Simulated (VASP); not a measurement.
NbTe8Mo3:

```
Nb Te Mo
1.0
     3.69371    0.00000    0.00000
    -1.84686    3.19885    0.00000
     0.00000    0.00000   29.34142
Nb Te Mo
1 8 3
Cartesian
  1.8469 1.0663 14.6707
  0.0000 2.1326 27.4489
  0.0000 2.1326 12.7782
  1.8469 1.0663 20.1135
  1.8469 1.0663 5.4428
  0.0000 2.1326 1.8925
  0.0000 2.1326 16.5632
  1.8469 1.0663 23.8986
  1.8469 1.0663 9.2279
  0.0000 2.1326 22.0061
  0.0000 2.1326 7.3354
  1.8469 1.0663 0.0000
```

| Item | Value |
| --- | --- |
| Program | VASP 6.6.1 |
| Task | relaxation of cell and atoms |
| Functional | PBE |
| Potentials or basis | VASP PAW PBE potentials, release 64 (Nb_sv, Te, Mo_sv) |
| Cutoff | 600 eV |
| k mesh | 6 × 6 × 1 |
| Occupations | gaussian, width 0.1 eV |
| Spin | no spin polarisation |

At the start: pressure -6.8 GPa; volume 28.89 Å³/atom.

**Question.** How do energy, volume and symmetry change on relaxing?

**Answer.** Over 15 steps the energy falls by 70.7 meV/atom and the volume is 27.44 Å³/atom (-5.0 %); space group P-6m2 (No. 187, to 0.1 Å) before and after.

The path:
| step | energy change (eV) | largest force (eV/Å) | pressure (GPa) | volume (Å³) |
| --- | --- | --- | --- | --- |
| 1 | 0.0000 | 1.4397 | -6.82 | 346.69 |
| 2 | 0.7576 | 2.4874 | 13.97 | 288.54 |
| 3 | -0.7753 | 0.5146 | -0.21 | 320.36 |
| 4 | -0.7762 | 0.5500 | 0.01 | 319.65 |
| 5 | -0.7761 | 0.5770 | 0.19 | 319.12 |
| 6 | -0.8115 | 0.2351 | 0.28 | 318.71 |
| 7 | -0.8218 | 0.0504 | 0.38 | 318.34 |
| 8 | -0.8237 | 0.1640 | -0.35 | 321.34 |
| 9 | -0.8244 | 0.1245 | -0.11 | 320.28 |
| 10 | -0.8286 | 0.1061 | -0.09 | 321.28 |
| 11 | -0.8359 | 0.0601 | -0.07 | 323.98 |
| 12 | -0.8347 | 0.1664 | 0.00 | 329.42 |
| 13 | -0.8380 | 0.0777 | -0.05 | 326.46 |
| 14 | -0.8412 | 0.0582 | -0.05 | 327.15 |
| 15 | -0.8480 | 0.0291 | -0.06 | 329.22 |

Final structure:
```yaml
crystal:
  lattice:
    - [3.59633, 0.00000, 0.00000]
    - [-1.79816, 3.11451, 0.00000]
    - [0.00000, 0.00000, 29.39264]
  atoms:
    - { symbol: Nb, position: [0.66667, 0.33333, 0.50000] }
    - { symbol: Te, position: [0.33333, 0.66667, 0.93895] }
    - { symbol: Te, position: [0.33333, 0.66667, 0.43619] }
    - { symbol: Te, position: [0.66667, 0.33333, 0.68897] }
    - { symbol: Te, position: [0.66667, 0.33333, 0.18902] }
    - { symbol: Te, position: [0.33333, 0.66667, 0.06105] }
    - { symbol: Te, position: [0.33333, 0.66667, 0.56381] }
    - { symbol: Te, position: [0.66667, 0.33333, 0.81098] }
    - { symbol: Te, position: [0.66667, 0.33333, 0.31103] }
    - { symbol: Mo, position: [0.33333, 0.66667, 0.75000] }
    - { symbol: Mo, position: [0.33333, 0.66667, 0.25000] }
    - { symbol: Mo, position: [0.66667, 0.33333, 0.00000] }
```

Caveat: this functional lacks dispersion, which binds the layers, so the pressure and a relaxed spacing across them are unreliable.
